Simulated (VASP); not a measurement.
# PbS (R3m) in VASP: a series of runs, part 2 of 2

VASP 6.6.1. Earlier steps stand in the parts before.

## Step 4: Single point, LDA

INCAR reads:

```
PREC = Accurate ; ENCUT = 520
EDIFF = 1E-6 ; ISMEAR = 0
SIGMA = 0.01 ; LREAL = False
LASPH = True ; NELM = 100
ALGO = Normal ; ISIF = 2
LWAVE = False ; LCHARG = False
NBANDS = 17
```

KPOINTS reads:

```
Automatic mesh
0
Gamma
  6 6 6
```

POSCAR reads:

```
PbS
1.0
    2.1126617100      1.2197458000      3.4519162500
   -2.1126617100      1.2197458000      3.4519162500
    0.0000000000     -2.4394916100      3.4519162500
Pb S
1 1
Direct
    0.9805657823      0.9805657823      0.9805657782
    0.4750355513      0.4750355513      0.4750355494
```

Potentials or basis: VASP PAW LDA potentials, release 64 (Pb_d, S).

On the command line:

```
> cat potpaw_LDA.64/Pb_d/POTCAR potpaw_LDA.64/S/POTCAR > POTCAR
> mpirun -np 1 vasp_std > vasp.out
```

OUTCAR:

```text
PREC = Accurate
   ENCUT = 520
   EDIFF = 1E-6
   ISMEAR = 0
   LREAL = False
   LASPH = True
   NELM = 100
   ISIF = 2

 ion  position               nearest neighbor table
   1  0.981  0.981  0.981-   2 2.96   2 2.96   2 2.96   2 3.02   2 3.02   2 3.02
   2  0.475  0.475  0.475-   1 2.96   1 2.96   1 2.96   1 3.02   1 3.02   1 3.02

  LATTYP: Found a trigonal (rhomboedric) cell.
 ALAT       =     4.2269191043
 COS(alpha) =     0.5003774340

  Lattice vectors:

 A1 = (   2.1126617100,   1.2197458000,   3.4519162500)
 A2 = (  -2.1126617100,   1.2197458000,   3.4519162500)
 A3 = (   0.0000000000,  -2.4394916100,   3.4519162500)

Analysis of symmetry for initial positions (statically):
=====================================================================
 Subroutine PRICEL returns:
 Original cell was already a primitive cell.

 Routine SETGRP: Setting up the symmetry group for a
 trigonal (rhombohedral) supercell.

 Subroutine GETGRP returns: Found  6 space group operations
 (whereof  6 operations were pure point group operations)
 out of a pool of 12 trial point group operations.

The static configuration has the point symmetry C_3v.

Analysis of symmetry for dynamics (positions and initial velocities):
=====================================================================
 Subroutine PRICEL returns:
 Original cell was already a primitive cell.

 Routine SETGRP: Setting up the symmetry group for a
 trigonal (rhombohedral) supercell.

 Subroutine GETGRP returns: Found  6 space group operations
 (whereof  6 operations were pure point group operations)
 out of a pool of 12 trial point group operations.

The dynamic configuration has the point symmetry C_3v.

 Subroutine INISYM returns: Found  6 space group operations
 (whereof  6 operations are pure point group operations),
 and found     1 'primitive' translations

----------------------------------------------------------------------------------------

                                     Primitive cell

  volume of cell :      53.3717

  direct lattice vectors                    reciprocal lattice vectors
     2.112661710  1.219745800  3.451916250     0.236668274  0.136640492  0.096564722
    -2.112661710  1.219745800  3.451916250    -0.236668274  0.136640492  0.096564722
     0.000000000 -2.439491610  3.451916250     0.000000000 -0.273280984  0.096564722

  length of vectors
     4.226919104  4.226919104  4.226919104     0.289840027  0.289840027  0.289840028

  position of ions in fractional coordinates (direct lattice)
     0.980565782  0.980565782  0.980565778
     0.475035551  0.475035551  0.475035549

  ion indices of the primitive-cell ions
   primitive index   ion index
                 1           1
                 2           2

----------------------------------------------------------------------------------------

 KPOINTS: Automatic mesh

Automatic generation of k-mesh.
 Grid dimensions read from file:
 generate k-points for:    6    6    6

 Generating k-lattice:

  Cartesian coordinates                     Fractional coordinates (reciprocal lattice)
     0.039444712  0.022773415  0.016094120     0.166666667  0.000000000  0.000000000
    -0.039444712  0.022773415  0.016094120     0.000000000  0.166666667  0.000000000
     0.000000000 -0.045546831  0.016094120     0.000000000  0.000000000  0.166666667

  Length of vectors
     0.048306671  0.048306671  0.048306671

  Shift w.r.t. Gamma in fractional coordinates (k-lattice)
     0.000000000  0.000000000  0.000000000

 Subroutine IBZKPT returns following result:
 ===========================================

 Found     32 irreducible k-points:

 Following reciprocal coordinates:
            Coordinates               Weight
  0.000000  0.000000  0.000000      1.000000
  0.166667  0.000000 -0.000000      6.000000
  0.333333  0.000000 -0.000000      6.000000
  0.500000 -0.000000 -0.000000      3.000000
  0.166667  0.166667 -0.000000      6.000000
  0.333333  0.166667 -0.000000     12.000000
[... 16 lines left out ...]
  0.500000  0.500000  0.166667      6.000000
 -0.333333  0.500000  0.166667     12.000000
 [... further k-points ...]
   k-points           NKPTS =     32   k-points in BZ     NKDIM =     32   number of bands    NBANDS=     17
   number of dos      NEDOS =    301   number of ions     NIONS =      2
   total plane-waves  NPLWV =  32768
   dimension x,y,z NGX =    32 NGY =   32 NGZ =   32
   dimension x,y,z NGXF=    64 NGYF=   64 NGZF=   64
   ions per type =               1   1
   NGX,Y,Z   is equivalent  to a cutoff of  12.59, 12.59, 12.59 a.u.
   NGXF,Y,Z  is equivalent  to a cutoff of  25.17, 25.17, 25.17 a.u.
 SYSTEM =  unknown system
   PREC   = accura    normal or accurate (medium, high low for compatibility)
   ISTART =      0    job   : 0-new  1-cont  2-samecut
   ICHARG =      2    charge: 1-file 2-atom 10-const
   ISPIN  =      1    spin polarized calculation?
   LNONCOLLINEAR =      F non collinear calculations
   LSORBIT =      F    spin-orbit coupling
   LASPH  =      T    aspherical Exc in radial PAW
   ENCUT  =  520.0 eV  38.22 Ry    6.18 a.u.   7.86  7.86  7.86*2*pi/ulx,y,z
   NELM   =    100;   NELMIN=  2; NELMDL= -5     # of ELM steps
   EDIFF  = 0.1E-05   stopping-criterion for ELM
   LREAL  =      F    real-space projection
   EDIFFG = 0.1E-04   stopping-criterion for IOM
   NSW    =      0    number of steps for IOM
   IBRION =     -1    ionic relax: 0-MD 1-quasi-New 2-CG
   NFREE  =      0    steps in history (QN), initial steepest desc. (CG)
   ISIF   =      2    stress and relaxation
   ISYM   =      2    0-nonsym 1-usesym 2-fastsym
   POTIM  = 0.5000    time-step for ionic-motion
   TEBEG  =    0.0;   TEEND  =   0.0 temperature during run
   PSTRESS=    0.0 pullay stress
   NELECT =      20.0000    total number of electrons
   NUPDOWN=      -1.0000    fix difference up-down
   EMIN   =  10.00;   EMAX   =-10.00  energy-range for DOS
   EFERMI =   0.00;   METHOD = LEGACY
   ISMEAR =     0;   SIGMA  =   0.01  broadening in eV -4-tet -1-fermi 0-gaus
   EFERMI_NEDOS =   21; number of points for ismear=-14 and -15
   IALGO  =     38    algorithm
   IMIX   =      4    mixing-type and parameters
     AMIX     =   0.40;   BMIX     =  1.00
     AMIX_MAG =   1.60;   BMIX_MAG =  1.00
  volume/ion in A,a.u.               =      26.69       180.08
  Fermi-wavevector in a.u.,A,eV,Ry     =   1.180270  2.230386 18.953411  1.393036
  Thomas-Fermi vector in A             =   2.316565
   LORBIT       =      0    0 simple, 1 ext, 2 COOP (PROOUT), +10 PAW based schemes
   GGA     = CA    functional components
   LHFCALC =     F    Hartree Fock is set to
   AEXX    =    0.0000 exact exchange contribution
   IVDW    =     0    specifies the selected vdW correction
   LEPSILON=     F    determine dielectric tensor
   LRPA    =     F    only Hartree local field effects (RPA)
 non-spin polarized calculation
 Gauss-broadening in eV      SIGMA  =   0.01
  energy-cutoff  :      520.00
  volume of cell :       53.37
 maximum number of plane-waves:      1459
   NGX = 15   NGY = 15   NGZ = 15

 number of electron      20.0000002 magnetization

 Free energy of the ion-electron system (eV)
  ---------------------------------------------------
  ext. energy  EPLUGINS =         0.00000000
  ---------------------------------------------------
  free energy    TOTEN  =        -9.96155345 eV

  energy without entropy =       -9.96155345  energy(sigma->0) =       -9.96155345

 E-fermi :   5.3814     XC(G=0):  -9.9258

 val. band max:        5.2642798372   @ k =   0.5000  -0.0000  -0.0000
 cond. band min:       5.5716943808   @ k =   0.5000  -0.0000  -0.0000
 fundamental gap:      0.3074145436
 Fermi energy:         5.3813878585

 k-point     1 :       0.0000    0.0000    0.0000
  band No.  band energies     occupation
      1     -11.4375      2.00000
      2     -11.4373      2.00000
      3     -11.4373      2.00000
      4     -11.4282      2.00000
      5     -11.4282      2.00000
      6      -8.0770      2.00000
[... 9 lines left out ...]
     16      12.0232      0.00000
     17      13.7963      0.00000

 k-point     2 :       0.1667    0.0000   -0.0000
  band No.  band energies     occupation
      1     -11.4382      2.00000
      2     -11.4376      2.00000
      3     -11.4360      2.00000
      4     -11.4240      2.00000
      5     -11.4239      2.00000
      6      -7.8462      2.00000
[... 9 lines left out ...]
     16      12.5948      0.00000
     17      15.6029      0.00000
[... 421 lines left out ...]
 k-point    24 :      -0.3333    0.5000    0.1667
  band No.  band energies     occupation
      1     -11.5381      2.00000
      2     -11.4419      2.00000
      3     -11.4190      2.00000
      4     -11.4010      2.00000
      5     -11.3796      2.00000
      6      -6.4129      2.00000
[... 9 lines left out ...]
     16      17.0227      0.00000
     17      17.5716      0.00000

 [... further k-points ...]
[... 5 lines left out ...]
  --------------------------------------------------------------------------------------
  -------------------------------------------------------------------------------------
  Total       -1.2373104     -1.2373103     -1.2323537      0.0000000      0.0000000      0.0000000
  in kB      -37.1431246    -37.1431243    -36.9943303      0.0000000      0.0000000      0.0000000
  external PRESSURE =     -37.0935264 kB  Pullay stress =       0.0000000 kB

 VOLUME and BASIS-vectors are now :
 -----------------------------------------------------------------------------
  energy-cutoff  :      520.00
  volume of cell :       53.37
      direct lattice vectors                 reciprocal lattice vectors
     2.112661710  1.219745800  3.451916250     0.236668274  0.136640492  0.096564722
    -2.112661710  1.219745800  3.451916250    -0.236668274  0.136640492  0.096564722
     0.000000000 -2.439491610  3.451916250     0.000000000 -0.273280984  0.096564722

 POSITION                                       TOTAL-FORCE (eV/Angst)
 -----------------------------------------------------------------------------------
      0.00000      0.00000     10.15449         0.000000     -0.000000      0.013981
      0.00000     -0.00000      4.91935         0.000000      0.000000     -0.013981
 -----------------------------------------------------------------------------------
    total drift:                                0.000000     -0.000011     -0.000559

  FREE ENERGIE OF THE ION-ELECTRON SYSTEM (eV)
  ---------------------------------------------------
  free  energy   TOTEN  =        -9.9615534499 eV

  energy  without entropy=       -9.9615534499  energy(sigma->0) =       -9.96155345
```

OSZICAR:

```text
N       E                     dE             d eps       ncg     rms          rms(c)
DAV:   1     0.154813289338E+03    0.15481E+03   -0.93934E+03  1088   0.127E+03
DAV:   2     0.183430755821E+01   -0.15298E+03   -0.14764E+03  1147   0.315E+02
DAV:   3    -0.101291141126E+02   -0.11963E+02   -0.11874E+02  1444   0.914E+01
DAV:   4    -0.104205920401E+02   -0.29148E+00   -0.29107E+00  1380   0.156E+01
DAV:   5    -0.104310629957E+02   -0.10471E-01   -0.10470E-01  1608   0.289E+00    0.430E+00
DAV:   6    -0.997245438440E+01    0.45861E+00   -0.13996E+00  1678   0.778E+00    0.303E+00
DAV:   7    -0.996589651891E+01    0.65579E-02   -0.10527E-01  1340   0.160E+00    0.171E+00
DAV:   8    -0.996197586355E+01    0.39207E-02   -0.12883E-02  1296   0.106E+00    0.260E-01
DAV:   9    -0.996153181831E+01    0.44405E-03   -0.28015E-03  1648   0.384E-01    0.815E-02
DAV:  10    -0.996155798588E+01   -0.26168E-04   -0.16468E-04  1251   0.726E-02    0.578E-02
DAV:  11    -0.996155357793E+01    0.44080E-05   -0.17387E-05  1490   0.420E-02    0.751E-03
DAV:  12    -0.996155344988E+01    0.12805E-06   -0.70204E-07   841   0.104E-02
   1 F= -.99615534E+01 E0= -.99615534E+01  d E =-.215622E-63
```

Wall time 11 s (1 thread of Intel Xeon 6975P-C, shared host); peak memory 0.16 GiB.

What came out:

- Free energy: -9.9616 eV
- Pressure: -3.7 GPa
- Largest force: 0.014 eV/Å
- Band gap on the k mesh: 0.31 eV, direct

Forces in eV/Å, atoms in the order of the input:
```
Pb   0.000  0.000  0.014
S    0.000  0.000 -0.014
```

Caveat: spin-orbit coupling is left out, which moves the levels of the heavy elements. A k mesh can miss the band edges.
